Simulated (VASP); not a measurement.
## MgS: electric field gradients with LDA

MgS:

```xyz
2
Lattice="0.0000 2.5485 2.5485 2.5485 0.0000 2.5485 2.5485 2.5485 0.0000" Properties=species:S:1:pos:R:3 pbc="T T T"
Mg    0.0000    0.0000    0.0000
S     2.5485    2.5485    2.5485
```

This cell differs from its parent crystal: volume scaled by 0.94.

```json
{
  "Program": "VASP 6.6.1",
  "Task": "electric field gradients",
  "Functional": "LDA",
  "Potentials or basis": "VASP PAW LDA potentials, release 64 (Mg, S)",
  "Cutoff": "520 eV",
  "k mesh": "8 × 8 × 8",
  "Occupations": "fermi-dirac, width 0.01 eV",
  "Spin": "no spin polarisation",
  "Dipole correction": "no",
  "Further INCAR settings": "ALGO = Normal; EDIFF = 1e-08; NBANDS = 11"
}
```

```yaml
Pressure: 1.0 GPa
Band_gap_on_the_k_mesh: 2.69 eV, indirect (least direct gap 4.00 eV)
```

Levels at points of the mesh, in eV from the valence-band top:
```
           k point  band 1  band 2  band 3  band 4  band 5  band 6  band 7  band 8
(0.00, 0.00, 0.00)  -13.01    0.00    0.00    0.00    4.00    7.79    7.79    7.79
(0.50, 0.00, 0.00)  -11.51   -5.25   -0.67   -0.67    4.47    6.81    6.81   10.51
(0.50, 0.50, 0.00)  -11.08   -4.59   -1.85   -1.85    2.69    4.05   12.41   12.93
```

Run time: 5.2 s on 1 thread of Intel(R) Xeon(R) 6975P-C (Granite Rapids) (shared host), peak memory 0.14 GiB.

Caveat: without QUAD_EFG the Cq values of the log hold for a quadrupole moment of 1 mb, not for the nuclei. A k mesh can miss the band edges.
